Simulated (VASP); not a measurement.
A run of VASP 6.6.1 is set up as follows.

Contents of POSCAR:

```
HfO2
1.0
    3.5766927294      0.0000000000      0.0000000000
    0.0000000000      3.5766927294      0.0000000000
    0.0000000000      0.0000000000      5.2022238258
Hf O
2 4
Direct
    0.5000000000      0.5000000000      0.5000000000
    0.0000000000      0.0000000000      0.0000000000
    0.0000000000      0.5000000000      0.6962102144
    0.5000000000      0.0000000000      0.8037897856
    0.5000000000      0.0000000000      0.3037897856
    0.0000000000      0.5000000000      0.1962102144
```

The input INCAR.step1:

```
  PREC = Accurate
  ENCUT = 520
  ISMEAR = 0
  SIGMA = 0.01
  LREAL = False
  LASPH = True
  NELM = 100
  NBANDS = 31
  GGA = PE
  ALGO = Normal
  EDIFF = 1E-4
  LWAVE = True
  LCHARG = False
```

Contents of INCAR.step2:

```
  PREC = Accurate
  ENCUT = 520
  EDIFF = 1E-7
  ISMEAR = 0
  SIGMA = 0.01
  LREAL = False
  LASPH = True
  NELM = 100
  ALGO = Normal
  ISIF = 2
  LWAVE = False
  LCHARG = False
  METAGGA = R2SCAN
  LMIXTAU = True
  NBANDS = 31
  ISTART = 1
```

The input KPOINTS:

```
regular mesh
0
Gamma
  8 8 6
```

Potentials or basis: VASP PAW PBE potentials, release 64 (Hf_pv, O).

The run is started by

```sh
$ cat potpaw_PBE.64/Hf_pv/POTCAR potpaw_PBE.64/O/POTCAR > POTCAR
$ cp INCAR.step1 INCAR
$ mpirun -np 1 vasp_std > vasp.out
$ cp INCAR.step2 INCAR
$ mpirun -np 1 vasp_std > vasp.out
```

What does it give for the largest force?

0.068 eV/Å.

Estimate the pressure.

-3.5 GPa.

Predict the band gap on the k mesh.

5.24 eV (least direct gap 5.32 eV).

Forces in eV/Å, atoms in the order of the input:
```
Hf   0.000  0.000  0.000
Hf   0.000  0.000  0.000
O    0.000  0.000 -0.068
O    0.000  0.000  0.068
O    0.000  0.000  0.068
O    0.000  0.000 -0.068
```

Caveat: the cell stands under tension; the PAW data sets were made with another functional, which shifts forces and pressure a little; spin-orbit coupling is left out, which moves the levels of the heavy elements. A k mesh can miss the band edges.
